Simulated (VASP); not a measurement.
# In (P6_3/mmc) in VASP: a series of runs

In is run at these levels: PBEsol; tasks: relaxation of cell and atoms.

Program: VASP 6.6.1. These are calculated values, not measurements. Logs are shortened: lines on timing, memory, paths and dates and some standing lists are left out, and cuts for length are marked.

**1. The cell of the first run**

Symmetry: P6_3/mmc, No. 194, hexagonal system. Conventional cell: a = 2.491 Å, b = 2.491 Å, c = 4.112 Å, α = 90.00°, β = 90.00°, γ = 120.00°. In (site symmetry -6m2) has 12 In at 2.49 to 2.51 Å within 3.3 Å.

This isn't the form of In at room conditions, which is tetragonal.

**2. Relaxation of cell and atoms, PBEsol, target pressure 320 GPa, at which the enthalpy is minimised**

Input file INCAR:

```
SYSTEM = In
PREC = Accurate
ENCUT = 600
EDIFF = 1E-6
ISMEAR = -1
SIGMA = 0.05
LREAL = .False.
LASPH = .True.
NELM = 80
ALGO = Normal
ISIF = 3
LWAVE = .False.
LCHARG = .False.
GGA = PS
IBRION = 2
NSW = 32
EDIFFG = -0.005
PSTRESS = 3200.0
```

Input file KPOINTS:

```
regular mesh
0
Gamma
  18 18 10
  0 0 0
```

Input file POSCAR:

```
In
1.0
    2.4905362559      0.0000000000      0.0000000000
   -1.2452681280      2.1568676666      0.0000000000
    0.0000000000      0.0000000000      4.1124175240
In
2
Direct
    0.3333333333      0.6666666667      0.2500000000
    0.6666666667      0.3333333333      0.7500000000
```

Potentials or basis: VASP PAW PBE potentials, release 64 (In_d).

Command:

```sh
$ cat potpaw_PBE.64/In_d/POTCAR > POTCAR
$ mpirun -np 1 vasp_std > vasp.out
```

OUTCAR:

```text
SYSTEM = In
   PREC = Accurate
   ENCUT = 600
   EDIFF = 1E-6
   ISMEAR = -1
   LREAL = .False.
   LASPH = .True.
   NELM = 80
   ISIF = 3
   GGA = PS
   IBRION = 2
   NSW = 32
   EDIFFG = -0.005
   PSTRESS = 3200.0

 ion  position               nearest neighbor table
   1  0.333  0.667  0.250-   2 2.51   2 2.51   2 2.51   2 2.51   2 2.51   2 2.51   2 3.54   2 3.54
                             2 3.54   2 3.54   2 3.54   2 3.54
   2  0.667  0.333  0.750-   1 2.51   1 2.51   1 2.51   1 2.51   1 2.51   1 2.51   1 3.54   1 3.54
                             1 3.54   1 3.54   1 3.54   1 3.54

  LATTYP: Found a hexagonal cell.
 ALAT       =     2.4905362559
 C/A-ratio  =     1.6512176903

  Lattice vectors:

 A1 = (   2.4905362559,   0.0000000000,   0.0000000000)
 A2 = (  -1.2452681280,   2.1568676666,   0.0000000000)
 A3 = (   0.0000000000,   0.0000000000,   4.1124175240)

Analysis of symmetry for initial positions (statically):
=====================================================================
 Subroutine PRICEL returns:
 Original cell was already a primitive cell.

 Routine SETGRP: Setting up the symmetry group for a
 hexagonal supercell.

 Subroutine GETGRP returns: Found 24 space group operations
 (whereof 12 operations were pure point group operations)
 out of a pool of 24 trial point group operations.

The static configuration has the point symmetry D_3d.
 The point group associated with its full space group is D_6h.

Analysis of symmetry for dynamics (positions and initial velocities):
=====================================================================
 Subroutine PRICEL returns:
 Original cell was already a primitive cell.

 Routine SETGRP: Setting up the symmetry group for a
 hexagonal supercell.

 Subroutine GETGRP returns: Found 24 space group operations
 (whereof 12 operations were pure point group operations)
 out of a pool of 24 trial point group operations.

The dynamic configuration has the point symmetry D_3d.
 The point group associated with its full space group is D_6h.

 Subroutine INISYM returns: Found 24 space group operations
 (whereof 12 operations are pure point group operations),
 and found     1 'primitive' translations

----------------------------------------------------------------------------------------

                                     Primitive cell

  volume of cell :      22.0909

  direct lattice vectors                    reciprocal lattice vectors
     2.490536256  0.000000000  0.000000000     0.401519953  0.231817653  0.000000000
    -1.245268128  2.156867667  0.000000000     0.000000000  0.463635306  0.000000000
     0.000000000  0.000000000  4.112417524     0.000000000  0.000000000  0.243165971

  length of vectors
     2.490536256  2.490536256  4.112417524     0.463635306  0.463635306  0.243165971

  position of ions in fractional coordinates (direct lattice)
     0.333333333  0.666666667  0.250000000
     0.666666667  0.333333333  0.750000000

  ion indices of the primitive-cell ions
   primitive index   ion index
                 1           1
                 2           2

----------------------------------------------------------------------------------------

 KPOINTS: regular mesh

Automatic generation of k-mesh.
 Grid dimensions read from file:
 generate k-points for:   18   18   10

 Generating k-lattice:

  Cartesian coordinates                     Fractional coordinates (reciprocal lattice)
     0.022306664  0.012878758  0.000000000     0.055555556  0.000000000  0.000000000
     0.000000000  0.025757517  0.000000000     0.000000000  0.055555556  0.000000000
     0.000000000  0.000000000  0.024316597     0.000000000  0.000000000  0.100000000

  Length of vectors
     0.025757517  0.025757517  0.024316597

  Shift w.r.t. Gamma in fractional coordinates (k-lattice)
     0.000000000  0.000000000  0.000000000

 Subroutine IBZKPT returns following result:
 ===========================================

 Found    222 irreducible k-points:

 Following reciprocal coordinates:
            Coordinates               Weight
  0.000000  0.000000  0.000000      1.000000
  0.055556 -0.000000  0.000000      6.000000
  0.111111 -0.000000  0.000000      6.000000
  0.166667 -0.000000  0.000000      6.000000
  0.222222  0.000000  0.000000      6.000000
  0.277778 -0.000000  0.000000      6.000000
[... 16 lines left out ...]
  0.333333  0.111111  0.000000     12.000000
  0.388889  0.111111  0.000000     12.000000
 [... further k-points ...]
   k-points           NKPTS =    222   k-points in BZ     NKDIM =    222   number of bands    NBANDS=     17
   number of dos      NEDOS =    301   number of ions     NIONS =      2
   total plane-waves  NPLWV =  14400
   dimension x,y,z NGX =    20 NGY =   20 NGZ =   36
   dimension x,y,z NGXF=    40 NGYF=   40 NGZF=   72
   ions per type =               2
   NGX,Y,Z   is equivalent  to a cutoff of  13.35, 13.35, 14.55 a.u.
   NGXF,Y,Z  is equivalent  to a cutoff of  26.70, 26.70, 29.11 a.u.
 SYSTEM =  In
   PREC   = accura    normal or accurate (medium, high low for compatibility)
   ISTART =      0    job   : 0-new  1-cont  2-samecut
   ICHARG =      2    charge: 1-file 2-atom 10-const
   ISPIN  =      1    spin polarized calculation?
   LNONCOLLINEAR =      F non collinear calculations
   LSORBIT =      F    spin-orbit coupling
   LASPH  =      T    aspherical Exc in radial PAW
   ENCUT  =  600.0 eV  44.10 Ry    6.64 a.u.   4.97  4.97  8.21*2*pi/ulx,y,z
   NELM   =     80;   NELMIN=  2; NELMDL= -5     # of ELM steps
   EDIFF  = 0.1E-05   stopping-criterion for ELM
   LREAL  =      F    real-space projection
   EDIFFG = -.5E-02   stopping-criterion for IOM
   NSW    =     32    number of steps for IOM
   IBRION =      2    ionic relax: 0-MD 1-quasi-New 2-CG
   NFREE  =      1    steps in history (QN), initial steepest desc. (CG)
   ISIF   =      3    stress and relaxation
   ISYM   =      2    0-nonsym 1-usesym 2-fastsym
   POTIM  = 0.5000    time-step for ionic-motion
   TEBEG  =    0.0;   TEEND  =   0.0 temperature during run
   PSTRESS= 3200.0 pullay stress
   NELECT =      26.0000    total number of electrons
   NUPDOWN=      -1.0000    fix difference up-down
   EMIN   =  10.00;   EMAX   =-10.00  energy-range for DOS
   EFERMI =   0.00;   METHOD = LEGACY
   ISMEAR =    -1;   SIGMA  =   0.05  broadening in eV -4-tet -1-fermi 0-gaus
   EFERMI_NEDOS =   21; number of points for ismear=-14 and -15
   IALGO  =     38    algorithm
   IMIX   =      4    mixing-type and parameters
     AMIX     =   0.40;   BMIX     =  1.00
     AMIX_MAG =   1.60;   BMIX_MAG =  1.00
  volume/ion in A,a.u.               =      11.05        74.54
  Fermi-wavevector in a.u.,A,eV,Ry     =   1.728468  3.266332 40.648803  2.987603
  Thomas-Fermi vector in A             =   2.803397
   LORBIT       =      0    0 simple, 1 ext, 2 COOP (PROOUT), +10 PAW based schemes
   GGA     = PS    functional components
   LHFCALC =     F    Hartree Fock is set to
   AEXX    =    0.0000 exact exchange contribution
   IVDW    =     0    specifies the selected vdW correction
   LEPSILON=     F    determine dielectric tensor
   LRPA    =     F    only Hartree local field effects (RPA)
 conjugate gradient relaxation of ions
 non-spin polarized calculation
  energy-cutoff  :      600.00
  volume of cell :       22.09
 maximum number of plane-waves:       762
 NGX is ok and might be reduce to    20
   NGX =  9   NGY =  9   NGZ = 17

--------------------------------------- Ionic step        1  -------------------------------------------

 number of electron      25.9999998 magnetization

 Free energy of the ion-electron system (eV)
  ---------------------------------------------------
  ext. energy  EPLUGINS =         0.00000000
  ---------------------------------------------------
  free energy    TOTEN  =         6.74072882 eV

  energy without entropy =        6.74703110  energy(sigma->0) =        6.74387996

------------------------ aborting loop because EDIFF is reached ----------------------------------------

  FORCE on cell =-STRESS in cart. coord.  units (eV):
  Direction    XX          YY          ZZ          XY          YZ          ZX
  --------------------------------------------------------------------------------------
  -------------------------------------------------------------------------------------
  Total       44.4502278     44.4502278     44.4400619     -0.0000000     -0.0000000      0.0000000
  in kB     3223.8216260   3223.8216259   3223.0843279     -0.0000001     -0.0000000      0.0000000
  external PRESSURE =      23.5758599 kB  Pullay stress =    3200.0000000 kB
[... 99 lines left out ...]
  enthalpy is  TOTEN    =        50.8622288066 eV   P V=       44.2078274927

--------------------------------------- Ionic step        4  -------------------------------------------

 number of electron      25.9999998 magnetization

 Free energy of the ion-electron system (eV)
  ---------------------------------------------------
  ext. energy  EPLUGINS =         0.00000000
  ---------------------------------------------------
  free energy    TOTEN  =         6.65901635 eV

  energy without entropy =        6.66529397  energy(sigma->0) =        6.66215516

 E-fermi :  23.9518     XC(G=0): -15.2611

 val. band max:       23.9432666742   @ k =   0.5000  -0.0000   0.0000
 cond. band min:      23.9633583563   @ k =   0.2778   0.2222   0.2000
 fundamental gap:      0.0200916821
 Fermi energy:        23.9517706861

 k-point     1 :       0.0000    0.0000    0.0000
  band No.  band energies     occupation
      1       3.5414      2.00000
      2       4.3826      2.00000
      3       5.0661      2.00000
      4       5.2617      2.00000
      5       5.2617      2.00000
      6       5.5482      2.00000
[... 9 lines left out ...]
     16      36.5100      0.00000
     17      38.9863      0.00000
[... 443 lines left out ...]
      1       3.5156      2.00000
      2       3.8773      2.00000
      3       4.2966      2.00000
      4       5.1794      2.00000
      5       5.7109      2.00000
      6       5.9324      2.00000
[... 9 lines left out ...]
     16      28.7116      0.00000
     17      28.7541      0.00000

 [... further k-points ...]

------------------------ aborting loop because EDIFF is reached ----------------------------------------

  FORCE on cell =-STRESS in cart. coord.  units (eV):
  Direction    XX          YY          ZZ          XY          YZ          ZX
  --------------------------------------------------------------------------------------
  -------------------------------------------------------------------------------------
  Total       44.2092441     44.2092441     44.1983163     -0.0000000     -0.0000000      0.0000000
  in kB     3200.4367075   3200.4367074   3199.6456115     -0.0000001     -0.0000000      0.0000000
  external PRESSURE =       0.1730088 kB  Pullay stress =    3200.0000000 kB
[... 17 lines left out ...]
  FREE ENERGIE OF THE ION-ELECTRON SYSTEM (eV)
  ---------------------------------------------------
  free  energy   TOTEN  =         6.6590163528 eV

  energy  without entropy=        6.6652939684  energy(sigma->0) =        6.66215516

  enthalpy is  TOTEN    =        50.8622279586 eV   P V=       44.2032116059

 reached required accuracy - stopping structural energy minimisation
```

It took 4.7 min on 1 thread of AMD EPYC 7R13 (Zen 3), shared host; peak memory 0.18 GiB.

Results:

* Free energy: 6.6590 eV
* Relaxed volume: 11.07 Å³/atom
* Relaxed cell: a = 2.492 Å, b = 2.492 Å, c = 4.115 Å, α = 90.00°, β = 90.00°, γ = 120.00°
* Space group after relaxing (to 0.1 Å): P6_3/mmc (No. 194)
* Energy change on relaxing (the run minimises the enthalpy): -40.9 meV/atom
* Ionic steps: 4
* Pressure after relaxing: 320.0 GPa
* Band gap on the k mesh: zero (bands 13 and 14 overlap by 9.50 eV)

Stress tensor (GPa, compression positive):
```
320.04   0.00   0.00
  0.00 320.04   0.00
  0.00   0.00 319.96
```

The path:
```csv
step,energy change (eV),largest force (eV/Å),pressure (GPa),volume (Å³)
1,0.0000,0.0000,322.36,22.09
2,-1.0083,0.0000,295.19,22.61
3,-0.0863,0.0000,319.87,22.13
4,-0.0817,0.0000,320.02,22.13
```

Final structure:
```
In
1.0
     2.49208    0.00000    0.00000
    -1.24604    2.15821    0.00000
     0.00000    0.00000    4.11489
In
2
Direct
  0.33333 0.66667 0.25000
  0.66667 0.33333 0.75000
```

Levels at points of the mesh, in eV from the Fermi level:
```csv
k point,band 9,band 10,band 11,band 12,band 13,band 14,band 15,band 16,band 17
"(0.00, 0.00, 0.00)",-17.86,-16.53,-16.53,-9.92,-4.76,9.92,11.91,12.56,15.03
"(0.50, 0.00, 0.00)",-16.31,-16.15,-9.48,-7.51,-0.10,-0.01,3.72,3.88,4.87
"(0.00, 0.00, 0.50)",-16.97,-16.97,-16.39,-16.39,5.00,5.00,10.41,10.41,15.34
"(0.50, 0.00, 0.50)",-16.22,-16.22,-8.35,-8.35,-3.09,-3.09,8.54,8.54,8.72
```

Caveat: the cell is relaxed towards a set pressure, so the run minimises the enthalpy, not the energy; the PAW data sets were made with another functional, which shifts forces and pressure a little; spin-orbit coupling is left out, which moves the levels of the heavy elements.

**3. Relaxation of cell and atoms, PBEsol, target pressure 320 GPa, at which the enthalpy is minimised**

Input file INCAR:

```
PREC = Accurate
ENCUT = 600
EDIFF = 1E-7
ISMEAR = -1
SIGMA = 0.05
LREAL = False
LASPH = True
NELM = 60
ALGO = Normal
ISIF = 3
LWAVE = False
LCHARG = False
GGA = PS
IBRION = 2
NSW = 60
EDIFFG = -0.005
PSTRESS = 3200.0
```

Input file KPOINTS:

```
regular mesh
0
Gamma
  18 18 10
```

Input file POSCAR:

```
In
1.0
    2.5076088233      0.0000000000      0.0000000000
   -1.2538044117      2.1716529438      0.0000000000
    0.0000000000      0.0000000000      4.0623262938
In
2
Direct
    0.3333333333      0.6666666667      0.2500000000
    0.6666666667      0.3333333333      0.7500000000
```

Potentials or basis: VASP PAW PBE potentials, release 64 (In_d).

Command:

```sh
$ cat potpaw_PBE.64/In_d/POTCAR > POTCAR
$ mpirun -np 1 vasp_std > vasp.out
```

OUTCAR:

```text
PREC = Accurate
   ENCUT = 600
   EDIFF = 1E-7
   ISMEAR = -1
   LREAL = False
   LASPH = True
   NELM = 60
   ISIF = 3
   GGA = PS
   IBRION = 2
   NSW = 60
   EDIFFG = -0.005
   PSTRESS = 3200.0

 ion  position               nearest neighbor table
   1  0.333  0.667  0.250-   2 2.49   2 2.49   2 2.49   2 2.49   2 2.49   2 2.49   2 3.54   2 3.54
                             2 3.54   2 3.54   2 3.54   2 3.54
   2  0.667  0.333  0.750-   1 2.49   1 2.49   1 2.49   1 2.49   1 2.49   1 2.49   1 3.54   1 3.54
                             1 3.54   1 3.54   1 3.54   1 3.54

  LATTYP: Found a hexagonal cell.
 ALAT       =     2.5076088233
 C/A-ratio  =     1.6200000000

  Lattice vectors:

 A1 = (   2.5076088233,   0.0000000000,   0.0000000000)
 A2 = (  -1.2538044117,   2.1716529438,   0.0000000000)
 A3 = (   0.0000000000,   0.0000000000,   4.0623262938)

Analysis of symmetry for initial positions (statically):
=====================================================================
 Subroutine PRICEL returns:
 Original cell was already a primitive cell.

 Routine SETGRP: Setting up the symmetry group for a
 hexagonal supercell.

[... 174 lines left out ...]
  Direction    XX          YY          ZZ          XY          YZ          ZX
  --------------------------------------------------------------------------------------
  -------------------------------------------------------------------------------------
  Total       43.6397629     43.6397629     45.6269141     -0.0000000      0.0000000      0.0000000
  in kB     3160.5884662   3160.5884664   3304.5069161     -0.0000001      0.0000000      0.0000000
  external PRESSURE =       8.5612829 kB  Pullay stress =    3200.0000000 kB
[... 253 lines left out ...]
--------------------------------------- Ionic step        8  -------------------------------------------

 number of electron      25.9999993 magnetization

 Free energy of the ion-electron system (eV)
  ---------------------------------------------------
  ext. energy  EPLUGINS =         0.00000000
  ---------------------------------------------------
  free energy    TOTEN  =         6.66058050 eV

  energy without entropy =        6.66684923  energy(sigma->0) =        6.66371487

 E-fermi :  23.9528     XC(G=0): -15.2614

 val. band max:       23.9451527076   @ k =   0.5000  -0.0000   0.0000
 cond. band min:      23.9636013185   @ k =   0.2778   0.2222   0.2000
 fundamental gap:      0.0184486109
 Fermi energy:        23.9528391715

 k-point     1 :       0.0000    0.0000    0.0000
  band No.  band energies     occupation
      1       3.5420      2.00000
      2       4.3832      2.00000
      3       5.0673      2.00000
      4       5.2624      2.00000
      5       5.2624      2.00000
      6       5.5490      2.00000
[... 457 lines left out ...]
      4       5.1796      2.00000
      5       5.7118      2.00000
      6       5.9332      2.00000
[... 9 lines left out ...]
     16      28.7134      0.00000
     17      28.7560      0.00000

 [... further k-points ...]

------------------------ aborting loop because EDIFF is reached ----------------------------------------

  FORCE on cell =-STRESS in cart. coord.  units (eV):
  Direction    XX          YY          ZZ          XY          YZ          ZX
  --------------------------------------------------------------------------------------
  -------------------------------------------------------------------------------------
  Total       44.2083037     44.2083037     44.2043437     -0.0000000     -0.0000000      0.0000000
  in kB     3200.4815427   3200.4815434   3200.1948552     -0.0000003     -0.0000000      0.0000000
  external PRESSURE =       0.3859804 kB  Pullay stress =    3200.0000000 kB
[... 21 lines left out ...]
  energy  without entropy=        6.6668492307  energy(sigma->0) =        6.66371487

  enthalpy is  TOTEN    =        50.8622326688 eV   P V=       44.2016521642

 reached required accuracy - stopping structural energy minimisation
```

CONTCAR:

```text
In
   1.00000000000000
     2.4921324910484901   -0.0000000000767381    0.0000000000000000
    -1.2460662456403937    2.1582500471320176   -0.0000000000000000
     0.0000000000000000    0.0000000000000000    4.1145867229774122
  In
     2
Direct
     0.3333333332999970    0.6666666667000030    0.2500000000000000
     0.6666666667000030    0.3333333332999970    0.7500000000000000

  0.00000000E+00  0.00000000E+00  0.00000000E+00
  0.00000000E+00  0.00000000E+00  0.00000000E+00
```

Wall time 7.3 min (1 thread of AMD EPYC 7R13 (Zen 3), shared host); peak memory 0.18 GiB.

What came out:

| Quantity | Value |
| --- | --- |
| Free energy | 6.6606 eV |
| Relaxed volume | 11.07 Å³/atom |
| Relaxed cell | a = 2.492 Å, b = 2.492 Å, c = 4.115 Å, α = 90.00°, β = 90.00°, γ = 120.00° |
| Space group after relaxing (to 0.1 Å) | P6_3/mmc (No. 194) |
| Energy change on relaxing (the run minimises the enthalpy) | -15.2 meV/atom |
| Ionic steps | 8 |
| Pressure after relaxing | 320.0 GPa |
| Band gap on the k mesh | zero (bands 13 and 14 overlap by 9.50 eV) |

Step by step:
```tsv
step	energy change (eV)	largest force (eV/Å)	pressure (GPa)	volume (Å³)
1	0.0000	0.0000	320.86	22.12
2	-0.3355	0.0000	311.33	22.29
3	-0.1526	0.0000	316.74	22.19
4	1.0727	0.0000	349.76	21.60
5	-0.0380	0.0000	319.79	22.13
6	-0.0357	0.0000	319.89	22.13
7	-0.0239	0.0000	320.22	22.13
8	-0.0304	0.0000	320.04	22.13
```

Final structure:
```
In
1.0
     2.49213    0.00000    0.00000
    -1.24607    2.15825    0.00000
     0.00000    0.00000    4.11459
In
2
Direct
  0.33333 0.66667 0.25000
  0.66667 0.33333 0.75000
```

Caveat: the cell is relaxed towards a set pressure, so the run minimises the enthalpy, not the energy; the PAW data sets were made with another functional, which shifts forces and pressure a little; spin-orbit coupling is left out, which moves the levels of the heavy elements.

The gap in the log of VASP goes by the Fermi energy; the results here count the filled bands.